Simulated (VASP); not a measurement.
# Sb (I4/mmm) in VASP: notebook, part 2 of 2

VASP 6.6.1. Earlier steps stand in the parts before.

## (4) Single point, PBE

This run uses another cell than the first one, of 25.88 Å³/atom, 0.906 times its volume.

File INCAR:

```
ALGO     = Normal         # electronic algorithm
EDIFF    = 1E-6           # SCF threshold, eV
ENCUT    = 520            # plane-wave cutoff, eV
GGA      = PE             # functional
ISIF     = 2              # what is computed and relaxed
ISMEAR   = -1             # smearing method
LASPH    = True           # aspherical terms in the spheres
LCHARG   = True           # write CHGCAR
LELF     = True           # ELF
LREAL    = False          # projectors in reciprocal space
LVHAR    = True         
LWAVE    = False          # write WAVECAR
NBANDS   = 8              # bands
NELM     = 60             # most SCF steps
PREC     = Accurate       # precision mode
SIGMA    = 0.05           # smearing width, eV
```

File KPOINTS:

```
k-points
0
Gamma
  12 12 12
```

File POSCAR:

```
Sb
1.0
   -1.5552329741      1.5552329741      2.6752861216
    1.5552329741     -1.5552329741      2.6752861216
    1.5552329741      1.5552329741     -2.6752861216
Sb
1
Direct
    0.0000000000      0.0000000000      0.0000000000
```

Potentials or basis: VASP PAW PBE potentials, release 64 (Sb).

Started as:

```sh
$ cat potpaw_PBE.64/Sb/POTCAR > POTCAR
$ mpirun -np 1 vasp_std > vasp.out
```

OUTCAR:

```text
EDIFF = 1E-6
   ENCUT = 520
   GGA = PE
   ISIF = 2
   ISMEAR = -1
   LASPH = True
   LREAL = False
   NELM = 60
   PREC = Accurate

 ion  position               nearest neighbor table
   1  0.000  0.000  0.000-

  LATTYP: Found a body centered tetragonal cell.
 ALAT       =     3.1104659482
 C/A-ratio  =     1.7201835134

  Lattice vectors:

 A1 = (  -1.5552329741,   1.5552329741,   2.6752861216)
 A2 = (   1.5552329741,  -1.5552329741,   2.6752861216)
 A3 = (   1.5552329741,   1.5552329741,  -2.6752861216)

Analysis of symmetry for initial positions (statically):
=====================================================================
 Subroutine PRICEL returns:
 Original cell was already a primitive cell.

 Routine SETGRP: Setting up the symmetry group for a
 body centered tetragonal supercell.

 Subroutine GETGRP returns: Found 16 space group operations
 (whereof 16 operations were pure point group operations)
 out of a pool of 16 trial point group operations.

The static configuration has the point symmetry D_4h.

Analysis of symmetry for dynamics (positions and initial velocities):
=====================================================================
 Subroutine PRICEL returns:
 Original cell was already a primitive cell.

 Routine SETGRP: Setting up the symmetry group for a
 body centered tetragonal supercell.

 Subroutine GETGRP returns: Found 16 space group operations
 (whereof 16 operations were pure point group operations)
 out of a pool of 16 trial point group operations.

The dynamic configuration has the point symmetry D_4h.

 Subroutine INISYM returns: Found 16 space group operations
 (whereof 16 operations are pure point group operations),
 and found     1 'primitive' translations

----------------------------------------------------------------------------------------

                                     Primitive cell

  volume of cell :      25.8834

  direct lattice vectors                    reciprocal lattice vectors
    -1.555232974  1.555232974  2.675286122     0.000000000  0.321495241  0.186895897
     1.555232974 -1.555232974  2.675286122     0.321495241  0.000000000  0.186895897
     1.555232974  1.555232974 -2.675286122     0.321495241  0.321495241  0.000000000

  length of vectors
     3.463330051  3.463330051  3.463330051     0.371872648  0.371872648  0.454662930

  position of ions in fractional coordinates (direct lattice)
     0.000000000  0.000000000  0.000000000

  ion indices of the primitive-cell ions
   primitive index   ion index
                 1           1

----------------------------------------------------------------------------------------

 KPOINTS: k-points

Automatic generation of k-mesh.
 Grid dimensions read from file:
 generate k-points for:   12   12   12

 Generating k-lattice:

  Cartesian coordinates                     Fractional coordinates (reciprocal lattice)
     0.000000000  0.026791270  0.015574658     0.083333333  0.000000000 -0.000000000
     0.026791270  0.000000000  0.015574658     0.000000000  0.083333333 -0.000000000
     0.026791270  0.026791270  0.000000000     0.000000000  0.000000000  0.083333333

  Length of vectors
     0.030989387  0.030989387  0.037888578

  Shift w.r.t. Gamma in fractional coordinates (k-lattice)
     0.000000000  0.000000000  0.000000000

 Subroutine IBZKPT returns following result:
 ===========================================

 Found    163 irreducible k-points:

 Following reciprocal coordinates:
            Coordinates               Weight
  0.000000  0.000000  0.000000      1.000000
  0.083333  0.000000 -0.000000      8.000000
  0.166667  0.000000 -0.000000      8.000000
  0.250000  0.000000  0.000000      8.000000
  0.333333  0.000000 -0.000000      8.000000
  0.416667  0.000000 -0.000000      8.000000
[... 16 lines left out ...]
  0.500000  0.166667 -0.000000     16.000000
 -0.416667  0.166667  0.000000     16.000000
 [... further k-points ...]
   k-points           NKPTS =    163   k-points in BZ     NKDIM =    163   number of bands    NBANDS=      8
   number of dos      NEDOS =    301   number of ions     NIONS =      1
   total plane-waves  NPLWV =  21952
   dimension x,y,z NGX =    28 NGY =   28 NGZ =   28
   dimension x,y,z NGXF=    56 NGYF=   56 NGZF=   56
   ions per type =               1
   NGX,Y,Z   is equivalent  to a cutoff of  13.44, 13.44, 13.44 a.u.
   NGXF,Y,Z  is equivalent  to a cutoff of  26.88, 26.88, 26.88 a.u.
 SYSTEM =  unknown system
   PREC   = accura    normal or accurate (medium, high low for compatibility)
   ISTART =      0    job   : 0-new  1-cont  2-samecut
   ICHARG =      2    charge: 1-file 2-atom 10-const
   ISPIN  =      1    spin polarized calculation?
   LNONCOLLINEAR =      F non collinear calculations
   LSORBIT =      F    spin-orbit coupling
   LASPH  =      T    aspherical Exc in radial PAW
   ENCUT  =  520.0 eV  38.22 Ry    6.18 a.u.   6.44  6.44  6.44*2*pi/ulx,y,z
   NELM   =     60;   NELMIN=  2; NELMDL= -5     # of ELM steps
   EDIFF  = 0.1E-05   stopping-criterion for ELM
   LREAL  =      F    real-space projection
   EDIFFG = 0.1E-04   stopping-criterion for IOM
   NSW    =      0    number of steps for IOM
   IBRION =     -1    ionic relax: 0-MD 1-quasi-New 2-CG
   NFREE  =      0    steps in history (QN), initial steepest desc. (CG)
   ISIF   =      2    stress and relaxation
   ISYM   =      2    0-nonsym 1-usesym 2-fastsym
   POTIM  = 0.5000    time-step for ionic-motion
   TEBEG  =    0.0;   TEEND  =   0.0 temperature during run
   PSTRESS=    0.0 pullay stress
   NELECT =       5.0000    total number of electrons
   NUPDOWN=      -1.0000    fix difference up-down
   EMIN   =  10.00;   EMAX   =-10.00  energy-range for DOS
   EFERMI =   0.00;   METHOD = LEGACY
   ISMEAR =    -1;   SIGMA  =   0.05  broadening in eV -4-tet -1-fermi 0-gaus
   EFERMI_NEDOS =   21; number of points for ismear=-14 and -15
   IALGO  =     38    algorithm
   IMIX   =      4    mixing-type and parameters
     AMIX     =   0.40;   BMIX     =  1.00
     AMIX_MAG =   1.60;   BMIX_MAG =  1.00
  volume/ion in A,a.u.               =      25.88       174.67
  Fermi-wavevector in a.u.,A,eV,Ry     =   0.946363  1.788367 12.185419  0.895603
  Thomas-Fermi vector in A             =   2.074354
   LORBIT       =      0    0 simple, 1 ext, 2 COOP (PROOUT), +10 PAW based schemes
   GGA     = PE    functional components
   LHFCALC =     F    Hartree Fock is set to
   AEXX    =    0.0000 exact exchange contribution
   IVDW    =     0    specifies the selected vdW correction
   LEPSILON=     F    determine dielectric tensor
   LRPA    =     F    only Hartree local field effects (RPA)
 non-spin polarized calculation
  energy-cutoff  :      520.00
  volume of cell :       25.88
 maximum number of plane-waves:       720
 NGX is ok and might be reduce to    28
   NGX = 13   NGY = 13   NGZ = 13

 number of electron       5.0000000 magnetization

 Free energy of the ion-electron system (eV)
  ---------------------------------------------------
  ext. energy  EPLUGINS =         0.00000000
  ---------------------------------------------------
  free energy    TOTEN  =        -3.82121856 eV

  energy without entropy =       -3.81582982  energy(sigma->0) =       -3.81852419

 E-fermi :   9.0641     XC(G=0): -10.3950

 val. band max:        9.0236461793   @ k =  -0.2500   0.0833   0.0000
 cond. band min:       9.0937051251   @ k =  -0.3333   0.5000   0.0833
 fundamental gap:      0.0700589458
 Fermi energy:         9.0641065792

 k-point     1 :       0.0000    0.0000    0.0000
  band No.  band energies     occupation
      1      -4.2174      2.00000
      2      13.9976      0.00000
      3      14.7895      0.00000
      4      14.7895      0.00000
      5      18.5581      0.00000
      6      19.7058      0.00000
      7      19.9109      0.00000
      8      19.9305      0.00000

 k-point     2 :       0.0833    0.0000   -0.0000
  band No.  band energies     occupation
      1      -4.0725      2.00000
      2      13.2450      0.00000
      3      13.8883      0.00000
      4      14.7548      0.00000
      5      18.2667      0.00000
      6      18.8929      0.00000
      7      19.7834      0.00000
      8      20.1674      0.00000
[... 221 lines left out ...]
 k-point    23 :       0.5000    0.1667   -0.0000
  band No.  band energies     occupation
      1       0.1454      2.00000
      2       3.7855      2.00000
      3      10.0400      0.00000
      4      11.7000      0.00000
      5      15.6162      0.00000
      6      17.4499      0.00000
      7      21.3707      0.00000
      8      22.8211      0.00000

 k-point    24 :      -0.4167    0.1667    0.0000
  band No.  band energies     occupation
      1      -0.8689      2.00000
      2       5.3386      2.00000
      3      10.4125      0.00000
      4      12.0355      0.00000
      5      15.7229      0.00000
      6      17.5685      0.00000
      7      19.6964      0.00000
      8      23.1354      0.00000

 [... further k-points ...]
[... 5 lines left out ...]
  --------------------------------------------------------------------------------------
  -------------------------------------------------------------------------------------
  Total        0.8354445      0.8354445      0.5971923      0.0000000     -0.0000000      0.0000000
  in kB       51.7138682     51.7138682     36.9661032      0.0000000     -0.0000000      0.0000000
  external PRESSURE =      46.7979465 kB  Pullay stress =       0.0000000 kB

 VOLUME and BASIS-vectors are now :
 -----------------------------------------------------------------------------
  energy-cutoff  :      520.00
  volume of cell :       25.88
      direct lattice vectors                 reciprocal lattice vectors
    -1.555232974  1.555232974  2.675286122     0.000000000  0.321495241  0.186895897
     1.555232974 -1.555232974  2.675286122     0.321495241  0.000000000  0.186895897
     1.555232974  1.555232974 -2.675286122     0.321495241  0.321495241  0.000000000

 POSITION                                       TOTAL-FORCE (eV/Angst)
 -----------------------------------------------------------------------------------
      0.00000      0.00000      0.00000        -0.000000     -0.000000      0.000000
 -----------------------------------------------------------------------------------
    total drift:                                0.000000      0.000000      0.000000

  FREE ENERGIE OF THE ION-ELECTRON SYSTEM (eV)
  ---------------------------------------------------
  free  energy   TOTEN  =        -3.8212185618 eV

  energy  without entropy=       -3.8158298188  energy(sigma->0) =       -3.81852419
```

It took 20 s on 1 thread of AMD EPYC 7R13 (Zen 3), shared host; peak memory 0.15 GiB.

What came out:

- Free energy: -3.8212 eV
- Pressure: 4.7 GPa

Stress tensor (GPa, compression positive):
```
5.17 0.00 0.00
0.00 5.17 0.00
0.00 0.00 3.70
```

Levels at points of the mesh, in eV from the Fermi level:
| k point | band 1 | band 2 | band 3 | band 4 | band 5 | band 6 | band 7 |
| --- | --- | --- | --- | --- | --- | --- | --- |
| (0.00, 0.00, 0.00) | -13.28 | 4.93 | 5.73 | 5.73 | 9.49 | 10.64 | 10.85 |
| (0.50, 0.00, 0.00) | -9.22 | -6.07 | 1.86 | 5.66 | 6.20 | 10.43 | 10.51 |
| (0.50, 0.50, 0.00) | -6.56 | -4.60 | -1.06 | 0.59 | 3.45 | 4.32 | 15.92 |
| (0.50, 0.50, 0.50) | -9.36 | -5.94 | 2.19 | 2.19 | 5.90 | 6.22 | 18.40 |

Caveat: spin-orbit coupling is left out, which moves the levels of the heavy elements.

## (5) Single point, PBE

This run uses another cell than the first one, of 26.42 Å³/atom, 0.925 times its volume.

File INCAR:

```
SYSTEM = Sb
PREC = Accurate
ENCUT = 520
EDIFF = 1E-6
ISMEAR = -1
SIGMA = 0.05
LREAL = .FALSE.
LASPH = .TRUE.
NELM = 80
ALGO = Normal
ISIF = 2
LWAVE = .FALSE.
LCHARG = .FALSE.
GGA = PE
NBANDS = 8
```

File KPOINTS:

```
Automatic mesh
0
G
  12 12 12
  0 0 0
```

File POSCAR:

```
Sb
1.0
   -1.5659590577      1.5659590577      2.6937369538
    1.5659590577     -1.5659590577      2.6937369538
    1.5659590577      1.5659590577     -2.6937369538
Sb
1
Direct
    0.0000000000      0.0000000000      0.0000000000
```

Potentials or basis: VASP PAW PBE potentials, release 64 (Sb).

Started as:

```sh
$ cat potpaw_PBE.64/Sb/POTCAR > POTCAR
$ mpirun -np 1 vasp_std > vasp.out
```

OUTCAR:

```text
SYSTEM = Sb
   PREC = Accurate
   ENCUT = 520
   EDIFF = 1E-6
   ISMEAR = -1
   LREAL = .FALSE.
   LASPH = .TRUE.
   NELM = 80
   ISIF = 2
   GGA = PE

 ion  position               nearest neighbor table
   1  0.000  0.000  0.000-

  LATTYP: Found a body centered tetragonal cell.
 ALAT       =     3.1319181154
 C/A-ratio  =     1.7201835135

  Lattice vectors:

 A1 = (  -1.5659590577,   1.5659590577,   2.6937369538)
 A2 = (   1.5659590577,  -1.5659590577,   2.6937369538)
 A3 = (   1.5659590577,   1.5659590577,  -2.6937369538)

[... 434 lines left out ...]
      1      -1.0564      2.00000
      2       5.1178      2.00000
      3      10.1065      0.00000
      4      11.6647      0.00000
      5      15.4207      0.00000
      6      17.2366      0.00000
      7      19.3366      0.00000
      8      22.6956      0.00000

 [... further k-points ...]
[... 5 lines left out ...]
  --------------------------------------------------------------------------------------
  -------------------------------------------------------------------------------------
  Total        0.5708685      0.5708685      0.3877768      0.0000000     -0.0000000      0.0000000
  in kB       34.6155032     34.6155032     23.5134513      0.0000000     -0.0000000      0.0000000
  external PRESSURE =      30.9148192 kB  Pullay stress =       0.0000000 kB

 VOLUME and BASIS-vectors are now :
 -----------------------------------------------------------------------------
  energy-cutoff  :      520.00
  volume of cell :       26.42
      direct lattice vectors                 reciprocal lattice vectors
    -1.565959058  1.565959058  2.693736954     0.000000000  0.319293150  0.185615748
     1.565959058 -1.565959058  2.693736954     0.319293150  0.000000000  0.185615748
     1.565959058  1.565959058 -2.693736954     0.319293150  0.319293150  0.000000000

 POSITION                                       TOTAL-FORCE (eV/Angst)
 -----------------------------------------------------------------------------------
      0.00000      0.00000      0.00000         0.000000      0.000000      0.000000
 -----------------------------------------------------------------------------------
    total drift:                                0.000000      0.000000     -0.000000

  FREE ENERGIE OF THE ION-ELECTRON SYSTEM (eV)
  ---------------------------------------------------
  free  energy   TOTEN  =        -3.8342398608 eV

  energy  without entropy=       -3.8287966723  energy(sigma->0) =       -3.83151827
```

OSZICAR:

```text
N       E                     dE             d eps       ncg     rms          rms(c)
DAV:   1     0.476170588490E+01    0.47617E+01   -0.16570E+03  2608   0.407E+02
DAV:   2    -0.375530822254E+01   -0.85170E+01   -0.82944E+01  3696   0.519E+01
DAV:   3    -0.383924923561E+01   -0.83941E-01   -0.83781E-01  3128   0.586E+00
DAV:   4    -0.383950561960E+01   -0.25638E-03   -0.25638E-03  4040   0.391E-01
DAV:   5    -0.383950608418E+01   -0.46457E-06   -0.46431E-06  3344   0.103E-02    0.184E+00
DAV:   6    -0.383605166290E+01    0.34544E-02   -0.19760E-03  3208   0.229E-01    0.106E+00
DAV:   7    -0.383422951914E+01    0.18221E-02   -0.41975E-03  3152   0.336E-01    0.525E-02
DAV:   8    -0.383423920563E+01   -0.96865E-05   -0.88442E-05  3592   0.690E-02    0.847E-03
DAV:   9    -0.383423986083E+01   -0.65520E-06   -0.11374E-06  3544   0.807E-03
   1 F= -.38342399E+01 E0= -.38315183E+01  d E =-.544319E-02
```

Wall time 20 s (1 thread of AMD EPYC 7R13 (Zen 3), shared host); peak memory 0.15 GiB.

Results:

```
Free energy : -3.8342 eV
Pressure    : 3.1 GPa
```

Levels at points of the mesh, in eV from the Fermi level:
```csv
k point,band 1,band 2,band 3,band 4,band 5,band 6,band 7,band 8
"(0.00, 0.00, 0.00)",-13.11,4.78,5.58,5.58,9.42,10.64,10.74,10.80
"(0.50, 0.00, 0.00)",-9.18,-5.94,1.82,5.51,6.15,10.30,10.49,10.80
"(0.50, 0.50, 0.00)",-6.60,-4.50,-1.04,0.59,3.46,4.34,15.80,15.97
"(0.50, 0.50, 0.50)",-9.32,-5.80,2.15,2.15,5.89,6.16,18.27,18.28
```

Caveat: spin-orbit coupling is left out, which moves the levels of the heavy elements.

## (6) The runs side by side

```csv
level,cell,gap on the mesh (eV),pressure (GPa)
r2SCAN,"a = 3.580 Å, angles 126.6, 126.6, 78.8°, 1 atom",none,-2.3
PBE,"a = 3.439 Å, angles 126.6, 126.6, 78.8°, 1 atom",none,6.5
PBE,"a = 3.463 Å, angles 126.6, 126.6, 78.8°, 1 atom",none,4.7
PBE,"a = 3.487 Å, angles 126.6, 126.6, 78.8°, 1 atom",none,3.1
```

Alike in all rows: task single point; potentials or basis VASP PAW PBE potentials, release 64 (Sb); no spin polarisation; k mesh 12 × 12 × 12; cutoff (eV) 520; smearing fermi-dirac 0.05 eV.

Caveats: spin-orbit coupling is left out, which moves the levels of the heavy elements; the PAW data sets were made with another functional, which shifts forces and pressure a little (some runs).

Total energies depend on the potentials used, so only differences within one code and one set of settings carry meaning.
